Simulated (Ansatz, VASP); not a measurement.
## BN: VASP beside Ansatz

```
CELL_PARAMETERS angstrom
2.50518 0.00000 0.00000
-1.25259 2.16955 0.00000
0.00000 0.00000 4.24471
ATOMIC_POSITIONS crystal
B 0.33333 0.66667 0.99973
B 0.66667 0.33333 0.49973
N 0.33333 0.66667 0.37427
N 0.66667 0.33333 0.87427
```

Change from the starting cell: strained cell.

Alike in both runs: functional r2SCAN; k mesh 9 × 9 × 6; occupations gaussian, width 0.02 eV; no spin polarisation.

Ansatz relaxed the structure, and its values are those at the end. VASP's run is a single point on that final structure, the one shown.

|  | VASP | Ansatz |
| --- | --- | --- |
| version | VASP 6.6.1 | Ansatz 0.2.0 |
| potentials or method | VASP PAW PBE potentials, release 64 (B, N), cutoff 520 eV | scalar-relativistic, plane waves, PAW |
| valence electrons in the cell | 16 | 16 |

Ansatz gave:

- gap on the k mesh at the Fermi level (eV): 5.62
- least direct gap on the mesh (eV): 8.62
- pressure (GPa): 8.9
- rms of the force components (eV/Å): 0.000

Problem. What did VASP give for the same quantities?

Solution. gap on the k mesh at the Fermi level (eV): 5.59; least direct gap on the mesh (eV): 8.61; pressure (GPa): 10.4; rms of the force components (eV/Å): 0.008.

VASP's potentials were made for PBE, not for r2SCAN. Ansatz's warnings: stress scf threshold loose.
